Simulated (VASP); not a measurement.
A run of VASP 6.6.1 is set up as follows.

INCAR

```
SYSTEM = Ta3H
  PREC = Accurate
  ENCUT = 520
  EDIFF = 1E-6
  ISMEAR = 0
  SIGMA = 0.1
  LREAL = .FALSE.
  LASPH = .TRUE.
  NELM = 60
  ALGO = Normal
  ISIF = 2
  LWAVE = .FALSE.
  LCHARG = .FALSE.
  LDIPOL = .TRUE.
  IDIPOL = 3
  DIPOL = 0.5 0.5 0.332
  NBANDS = 44
```

File KPOINTS:

```
Automatic mesh
0
G
  6 6 1
  0 0 0
```

Contents of POSCAR:

```
Ta3H
1.0
    4.6002247492      0.0000000000      0.0000000000
   -2.3001123746      3.9839114959      0.0000000000
    0.0000000000      0.0000000000     22.4017722044
Ta H
6 2
Direct
    0.6666666667      0.3333333333      0.1785573018
    0.3333333333      0.6666666667      0.2204743848
    0.0000000000      0.0000000000      0.2623914678
    0.6666666667      0.3333333333      0.3016814391
    0.3333333333      0.6666666667      0.3385386112
    0.0000000000      0.0000000000      0.3750494438
    0.2334469093      0.6666666667      0.4911116899
    0.4332197574      0.6666666667      0.4911116899
```

Potentials or basis: VASP PAW LDA potentials, release 64 (Ta_pv, H).

Run with:

```console
$ cat potpaw_LDA.64/Ta_pv/POTCAR potpaw_LDA.64/H/POTCAR > POTCAR
$ mpirun -np 1 vasp_std > vasp.out
```

Problem. What does it give for the largest force?

Solution. 2.905 eV/Å.

Forces in eV/Å, atoms in the order of the input:
```
Ta   0.000  0.008  2.040
Ta   0.000  0.002 -0.285
Ta   0.000 -0.006 -1.988
Ta   0.000  0.003  0.126
Ta   0.000  0.016  0.064
Ta   0.000 -0.010  0.057
H    2.905 -0.006 -0.007
H   -2.905 -0.006 -0.007
```
